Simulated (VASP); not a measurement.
# MgS (R3m) in VASP: single point with HSE06

Aim: the single point of MgS with HSE06.

All numbers are computed with VASP 6.6.1; they aren't measurements. Logs are shortened: lines on timing, memory, paths and dates and some standing lists are left out, and cuts for length are marked.

### 1 The cell of the first run

Symmetry: R3m, No. 160, trigonal system. The conventional cell has a = 3.843 Å, b = 3.843 Å, c = 10.101 Å, α = 90.00°, β = 90.00°, γ = 120.00°. Mg (site symmetry 3m) has 4 S at 2.41 to 2.44 Å within 3.2 Å. S (site symmetry 3m) has 4 Mg at 2.41 to 2.44 Å within 3.2 Å.

### 2 Single point, HSE06 (epitaxial 111 strain -4.0%)

File POSCAR:

```
MgS
1.0
    0.1321770109      2.8498187785      2.8498187785
    2.8498187785      0.1321770109      2.8498187785
    2.8498187785      2.8498187785      0.1321770109
Mg S
1 1
Direct
    0.0044225808      0.0044225808      0.0044225808
    0.2455774192      0.2455774192      0.2455774192
```

File INCAR.step1:

```
ALGO = Normal
EDIFF = 1E-5
ENCUT = 520
GGA = PE
ISIF = 2
ISMEAR = 0
LASPH = True
LCHARG = False
LREAL = False
LWAVE = True
NBANDS = 11
NELM = 60
PREC = Accurate
SIGMA = 0.01
```

File INCAR.step2:

```
ALGO = Normal
EDIFF = 1E-6
ENCUT = 520
GGA = PE
HFSCREEN = 0.2079
ISIF = 2
ISMEAR = 0
ISTART = 1
LASPH = True
LCHARG = False
LHFCALC = True
LREAL = False
LWAVE = False
NBANDS = 11
NELM = 60
PREC = Accurate
PRECFOCK = Normal
SIGMA = 0.01
```

File KPOINTS:

```
k-points
0
Gamma
  6 6 6
```

Potentials or basis: VASP PAW PBE potentials, release 64 (Mg, S).

On the command line:

```sh
> cat potpaw_PBE.64/Mg/POTCAR potpaw_PBE.64/S/POTCAR > POTCAR
> cp INCAR.step1 INCAR
> mpirun -np 1 vasp_std > vasp.out
> cp INCAR.step2 INCAR
> mpirun -np 1 vasp_std > vasp.out
```

OUTCAR:

```text
EDIFF = 1E-6
   ENCUT = 520
   GGA = PE
   HFSCREEN = 0.2079
   ISIF = 2
   ISMEAR = 0
   ISTART = 1
   LASPH = True
   LHFCALC = True
   LREAL = False
   NELM = 60
   PREC = Accurate
   PRECFOCK = Normal

 ion  position               nearest neighbor table
   1  0.004  0.004  0.004-   2 2.41   2 2.41   2 2.41   2 2.44
   2  0.246  0.246  0.246-   1 2.41   1 2.41   1 2.41   1 2.44

  LATTYP: Found a trigonal (rhomboedric) cell.
 ALAT       =     4.0324192370
 COS(alpha) =     0.5457937966

  Lattice vectors:

 A1 = (   0.1321770109,   2.8498187785,   2.8498187785)
 A2 = (   2.8498187785,   0.1321770109,   2.8498187785)
 A3 = (   2.8498187785,   2.8498187785,   0.1321770109)

Analysis of symmetry for initial positions (statically):
=====================================================================
 Subroutine PRICEL returns:
 Original cell was already a primitive cell.

 Routine SETGRP: Setting up the symmetry group for a
 trigonal (rhombohedral) supercell.

 Subroutine GETGRP returns: Found  6 space group operations
 (whereof  6 operations were pure point group operations)
 out of a pool of 12 trial point group operations.

The static configuration has the point symmetry C_3v.

Analysis of symmetry for dynamics (positions and initial velocities):
=====================================================================
 Subroutine PRICEL returns:
 Original cell was already a primitive cell.

 Routine SETGRP: Setting up the symmetry group for a
 trigonal (rhombohedral) supercell.

 Subroutine GETGRP returns: Found  6 space group operations
 (whereof  6 operations were pure point group operations)
 out of a pool of 12 trial point group operations.

The dynamic configuration has the point symmetry C_3v.

 Subroutine INISYM returns: Found  6 space group operations
 (whereof  6 operations are pure point group operations),
 and found     1 'primitive' translations

----------------------------------------------------------------------------------------

                                     Primitive cell

  volume of cell :      43.0713

  direct lattice vectors                    reciprocal lattice vectors
     0.132177011  2.849818778  2.849818778    -0.188152984  0.179813100  0.179813100
     2.849818778  0.132177011  2.849818778     0.179813100 -0.188152984  0.179813100
     2.849818778  2.849818778  0.132177011     0.179813100  0.179813100 -0.188152984

  length of vectors
     4.032419237  4.032419237  4.032419237     0.316333760  0.316333760  0.316333760

  position of ions in fractional coordinates (direct lattice)
     0.004422581  0.004422581  0.004422581
     0.245577419  0.245577419  0.245577419

  ion indices of the primitive-cell ions
   primitive index   ion index
                 1           1
                 2           2

----------------------------------------------------------------------------------------

 KPOINTS: k-points

Automatic generation of k-mesh.
 Grid dimensions read from file:
 generate k-points for:    6    6    6

 Generating k-lattice:

  Cartesian coordinates                     Fractional coordinates (reciprocal lattice)
    -0.031358831  0.029968850  0.029968850     0.166666667  0.000000000  0.000000000
     0.029968850 -0.031358831  0.029968850     0.000000000  0.166666667  0.000000000
     0.029968850  0.029968850 -0.031358831     0.000000000  0.000000000  0.166666667

  Length of vectors
     0.052722293  0.052722293  0.052722293

  Shift w.r.t. Gamma in fractional coordinates (k-lattice)
     0.000000000  0.000000000  0.000000000

 Subroutine IBZKPT returns following result:
 ===========================================

 Found     32 irreducible k-points:

 Following reciprocal coordinates:
            Coordinates               Weight
  0.000000  0.000000  0.000000      1.000000
  0.166667  0.000000 -0.000000      6.000000
  0.333333  0.000000 -0.000000      6.000000
  0.500000  0.000000  0.000000      3.000000
  0.166667  0.166667  0.000000      6.000000
  0.333333  0.166667  0.000000     12.000000
[... 16 lines left out ...]
  0.500000  0.500000  0.166667      6.000000
 -0.333333  0.500000  0.166667     12.000000
 [... further k-points ...]
   k-points           NKPTS =     32   k-points in BZ     NKDIM =    216   number of bands    NBANDS=     11
   number of dos      NEDOS =    301   number of ions     NIONS =      2
   total plane-waves  NPLWV =  27000
   dimension x,y,z NGX =    30 NGY =   30 NGZ =   30
   dimension x,y,z NGXF=    60 NGYF=   60 NGZF=   60
   ions per type =               1   1
   NGX,Y,Z   is equivalent  to a cutoff of  12.37, 12.37, 12.37 a.u.
   NGXF,Y,Z  is equivalent  to a cutoff of  24.74, 24.74, 24.74 a.u.
 SYSTEM =  unknown system
   PREC   = accura    normal or accurate (medium, high low for compatibility)
   ISTART =      1    job   : 0-new  1-cont  2-samecut
   ICHARG =      0    charge: 1-file 2-atom 10-const
   ISPIN  =      1    spin polarized calculation?
   LNONCOLLINEAR =      F non collinear calculations
   LSORBIT =      F    spin-orbit coupling
   LASPH  =      T    aspherical Exc in radial PAW
   ENCUT  =  520.0 eV  38.22 Ry    6.18 a.u.   7.50  7.50  7.50*2*pi/ulx,y,z
   NELM   =     60;   NELMIN=  2; NELMDL=  0     # of ELM steps
   EDIFF  = 0.1E-05   stopping-criterion for ELM
   LREAL  =      F    real-space projection
   EDIFFG = 0.1E-04   stopping-criterion for IOM
   NSW    =      0    number of steps for IOM
   IBRION =     -1    ionic relax: 0-MD 1-quasi-New 2-CG
   NFREE  =      0    steps in history (QN), initial steepest desc. (CG)
   ISIF   =      2    stress and relaxation
   ISYM   =      3    0-nonsym 1-usesym 2-fastsym
   POTIM  = 0.5000    time-step for ionic-motion
   TEBEG  =    0.0;   TEEND  =   0.0 temperature during run
   PSTRESS=    0.0 pullay stress
   NELECT =       8.0000    total number of electrons
   NUPDOWN=      -1.0000    fix difference up-down
   EMIN   =  10.00;   EMAX   =-10.00  energy-range for DOS
   EFERMI =   0.00;   METHOD = LEGACY
   ISMEAR =     0;   SIGMA  =   0.01  broadening in eV -4-tet -1-fermi 0-gaus
   EFERMI_NEDOS =   21; number of points for ismear=-14 and -15
   IALGO  =     38    algorithm
   IMIX   =      1    mixing-type and parameters
     AMIX     =   0.40;   BMIX     =  1.00
     AMIX_MAG =   1.60;   BMIX_MAG =  1.00
  volume/ion in A,a.u.               =      21.54       145.33
  Fermi-wavevector in a.u.,A,eV,Ry     =   0.934061  1.765120 11.870686  0.872471
  Thomas-Fermi vector in A             =   2.060827
   LORBIT       =      0    0 simple, 1 ext, 2 COOP (PROOUT), +10 PAW based schemes
   GGA     = PE    functional components
   LHFCALC =     T    Hartree Fock is set to
   PRECFOCK=normal    Normal, Fast or Accurate (Low or Medium for compatibility)
   ENCUT4O =  -1.0   cutoff for four orbital integrals eV
   NKREDX  =     1    reduce k-point grid by
   NKREDY  =     1    reduce k-point grid by
   NKREDZ  =     1    reduce k-point grid by
   AEXX    =    0.2500 exact exchange contribution
   HFSCREEN=    0.2079 screening length (either q_TF or 0.3 A-1)
   HFSCREENC=   0.2079 screening length for correlation (either q_TF or 0.3 A-1)
   ENCUTFOCK=  -1.0 apply spherical cutoff to Coloumb kernel
   IVDW    =     0    specifies the selected vdW correction
   LEPSILON=     F    determine dielectric tensor
   LRPA    =     F    only Hartree local field effects (RPA)
 non-spin polarized calculation
 Gauss-broadening in eV      SIGMA  =   0.01
  energy-cutoff  :      520.00
  volume of cell :       43.07
 maximum number of plane-waves:      1171
 NGX is ok and might be reduce to    30
  NGX = 24; NGY = 24; NGZ = 24

 number of electron       8.0000000 magnetization

 Free energy of the ion-electron system (eV)
  ---------------------------------------------------
  ext. energy  EPLUGINS =         0.00000000
  ---------------------------------------------------
  free energy    TOTEN  =        -9.79414102 eV

  energy without entropy =       -9.79414102  energy(sigma->0) =       -9.79414102

 E-fermi :   0.9871     XC(G=0):  -7.1835

 val. band max:        0.8566625488   @ k =   0.0000   0.0000   0.0000
 cond. band min:       5.3611756482   @ k =   0.0000   0.0000   0.0000
 fundamental gap:      4.5045130994
 Fermi energy:         0.9871292206

 k-point     1 :       0.0000    0.0000    0.0000
  band No.  band energies     occupation
      1     -11.9407      2.00000
      2       0.3516      2.00000
      3       0.8567      2.00000
      4       0.8567      2.00000
      5       5.3612      0.00000
      6       9.4392      0.00000
      7      10.3578      0.00000
      8      10.3578      0.00000
      9      13.0292      0.00000
     10      13.0292      0.00000
     11      15.9801      0.00000

 k-point     2 :       0.1667    0.0000   -0.0000
  band No.  band energies     occupation
      1     -11.7463      2.00000
      2      -0.4094      2.00000
      3       0.3299      2.00000
      4       0.7214      2.00000
      5       6.3495      0.00000
      6       9.8811      0.00000
      7       9.9809      0.00000
      8      10.5986      0.00000
      9      12.1355      0.00000
     10      12.5021      0.00000
     11      14.9270      0.00000

 k-point     3 :       0.3333    0.0000   -0.0000
  band No.  band energies     occupation
      1     -11.3054      2.00000
      2      -2.1284      2.00000
      3       0.1620      2.00000
      4       0.4765      2.00000
      5       6.9984      0.00000
      6       9.5525      0.00000
      7      10.0786      0.00000
      8      10.4047      0.00000
      9      13.0379      0.00000
     10      13.9401      0.00000
     11      14.3795      0.00000

 k-point     4 :       0.5000    0.0000    0.0000
  band No.  band energies     occupation
      1     -11.0499      2.00000
      2      -2.8760      2.00000
      3       0.0928      2.00000
      4       0.3646      2.00000
      5       6.9534      0.00000
      6       9.2037      0.00000
      7       9.7286      0.00000
      8      10.7045      0.00000
      9      14.9716      0.00000
     10      15.3179      0.00000
     11      16.2536      0.00000

 k-point     5 :       0.1667    0.1667    0.0000
  band No.  band energies     occupation
      1     -11.6937      2.00000
      2      -0.4786      2.00000
      3       0.1842      2.00000
      4       0.5281      2.00000
      5       6.7059      0.00000
      6       9.1158      0.00000
      7      10.5744      0.00000
      8      10.9101      0.00000
      9      11.1197      0.00000
     10      13.5315      0.00000
     11      16.7648      0.00000
[... 211 lines left out ...]
 k-point    21 :      -0.3333    0.3333    0.1667
  band No.  band energies     occupation
      1     -10.8714      2.00000
      2      -2.2268      2.00000
      3      -1.2325      2.00000
      4      -0.3580      2.00000
      5       7.4526      0.00000
      6       9.1088      0.00000
      7      10.5426      0.00000
      8      11.4154      0.00000
      9      13.4180      0.00000
     10      15.9150      0.00000
     11      17.5079      0.00000

 k-point    22 :      -0.1667    0.3333    0.1667
  band No.  band energies     occupation
      1     -11.0131      2.00000
      2      -2.1067      2.00000
      3      -0.7976      2.00000
      4      -0.1797      2.00000
      5       7.3478      0.00000
      6       9.1064      0.00000
      7       9.3369      0.00000
      8      11.8858      0.00000
      9      13.0320      0.00000
     10      16.6846      0.00000
     11      17.4109      0.00000

 k-point    23 :       0.5000    0.5000    0.1667
  band No.  band energies     occupation
      1     -10.9313      2.00000
      2      -2.2932      2.00000
      3      -1.0550      2.00000
      4      -0.0970      2.00000
      5       6.3554      0.00000
      6       8.2689      0.00000
      7      12.2907      0.00000
      8      13.0969      0.00000
      9      13.9143      0.00000
     10      15.6070      0.00000
     11      16.5945      0.00000

 k-point    24 :      -0.3333    0.5000    0.1667
  band No.  band energies     occupation
      1     -10.8107      2.00000
      2      -2.1789      2.00000
      3      -1.1608      2.00000
      4      -0.7141      2.00000
      5       6.6175      0.00000
      6       8.8923      0.00000
      7      11.2636      0.00000
      8      12.0949      0.00000
      9      14.9947      0.00000
     10      16.1436      0.00000
     11      16.5830      0.00000

 [... further k-points ...]

------------------------ aborting loop because EDIFF is reached ----------------------------------------

  FORCE on cell =-STRESS in cart. coord.  units (eV):
  Direction    XX          YY          ZZ          XY          YZ          ZX
  --------------------------------------------------------------------------------------
  -------------------------------------------------------------------------------------
  Total        0.8334782      0.8334782      0.8334782     -0.4320578     -0.4320578     -0.4320578
  in kB       31.0039268     31.0039268     31.0039268    -16.0717938    -16.0717938    -16.0717938
  external PRESSURE =      31.0039268 kB  Pullay stress =       0.0000000 kB

 VOLUME and BASIS-vectors are now :
 -----------------------------------------------------------------------------
  energy-cutoff  :      520.00
  volume of cell :       43.07
      direct lattice vectors                 reciprocal lattice vectors
     0.132177011  2.849818778  2.849818778    -0.188152984  0.179813100  0.179813100
     2.849818778  0.132177011  2.849818778     0.179813100 -0.188152984  0.179813100
     2.849818778  2.849818778  0.132177011     0.179813100  0.179813100 -0.188152984

 POSITION                                       TOTAL-FORCE (eV/Angst)
 -----------------------------------------------------------------------------------
      0.02579      0.02579      0.02579        -0.002235     -0.002235     -0.002235
      1.43216      1.43216      1.43216         0.002235      0.002235      0.002235
 -----------------------------------------------------------------------------------
    total drift:                               -0.000063     -0.000063     -0.000062

  FREE ENERGIE OF THE ION-ELECTRON SYSTEM (eV)
  ---------------------------------------------------
  free  energy   TOTEN  =        -9.7941410159 eV

  energy  without entropy=       -9.7941410159  energy(sigma->0) =       -9.79414102
```

Run time: 19 min. Hardware: 1 thread of AMD EPYC 7R13 (Zen 3), shared host; peak memory 0.27 GiB.

Results:

```
Free energy            : -9.7941 eV
Pressure               : 3.1 GPa
Largest force          : 0.004 eV/Å
Band gap on the k mesh : 4.50 eV
```

Forces on the atoms (eV/Å):
```
Mg  -0.002 -0.002 -0.002
S    0.002  0.002  0.002
```

Levels at points of the mesh, in eV from the valence-band top:
| k point | band 2 | band 3 | band 4 | band 5 | band 6 | band 7 |
| --- | --- | --- | --- | --- | --- | --- |
| (0.00, 0.00, 0.00) | -0.51 | 0.00 | 0.00 | 4.50 | 8.58 | 9.50 |
| (0.50, 0.00, 0.00) | -3.73 | -0.76 | -0.49 | 6.10 | 8.35 | 8.87 |
| (0.50, 0.50, 0.00) | -3.40 | -1.59 | -1.14 | 4.57 | 6.68 | 12.70 |
| (0.50, 0.50, 0.50) | -3.92 | -0.28 | -0.28 | 6.58 | 9.15 | 9.15 |

Caveat: the cell differs from its parent crystal (epitaxial 111 strain -4.0%); the cell stands under pressure; the structure was generated, so it needn't be the stable form of MgS; the PAW data sets were made with another functional, which shifts forces and pressure a little. A k mesh can miss the band edges.
